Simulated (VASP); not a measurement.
## Al: single point with PBE+D3(BJ)

Al:

```
Al
1.0
     2.92149    0.00000    0.00000
    -1.46074    2.53008    0.00000
     0.00000    0.00000    8.85328
Al
4
Direct
  0.00000 0.00000 0.00000
  0.33333 0.66667 0.25000
  0.00000 0.00000 0.50000
  0.66667 0.33333 0.75000
```

This isn't the form of Al at room conditions, which is fcc.

```yaml
Program: VASP 6.6.1
Task: single point
Functional: PBE
Dispersion: D3(BJ)
Potentials_or_basis: VASP PAW PBE potentials, release 64 (Al)
Cutoff: 520 eV
k_mesh: 18 × 18 × 6
Occupations: gaussian, width 0.15 eV
Spin: no spin polarisation
Dipole_correction: no
Further_INCAR_settings: ALGO = Fast; EDIFF = 1e-07; NBANDS = 14
```

| Quantity | Value |
| --- | --- |
| Pressure | -1.9 GPa |
| Band gap on the k mesh | zero (bands 6 and 7 overlap by 6.76 eV) |
| Dispersion energy per atom | -0.339 eV |

Stress tensor (GPa, compression positive):
```
-3.66  0.00  0.00
 0.00 -3.66  0.00
 0.00  0.00  1.57
```

Levels at points of the mesh, in eV from the Fermi level:
| k point | band 3 | band 4 | band 5 | band 6 | band 7 | band 8 | band 9 | band 10 |
| --- | --- | --- | --- | --- | --- | --- | --- | --- |
| (0.00, 0.00, 0.00) | -9.33 | -4.20 | -3.46 | 4.89 | 4.92 | 9.54 | 9.54 | 9.84 |
| (0.50, 0.00, 0.00) | -4.08 | -3.94 | -3.54 | -3.36 | 0.93 | 1.42 | 2.00 | 2.21 |
| (0.00, 0.00, 0.50) | -7.03 | -7.03 | 0.19 | 0.19 | 9.88 | 9.88 | 9.88 | 9.88 |
| (0.50, 0.00, 0.50) | -5.01 | -5.01 | -1.81 | -1.81 | -1.12 | -1.12 | 5.10 | 5.10 |

Wall time 75 s on 1 thread of Intel(R) Xeon(R) 6975P-C (Granite Rapids), with other jobs on the host, peak memory 0.25 GiB.
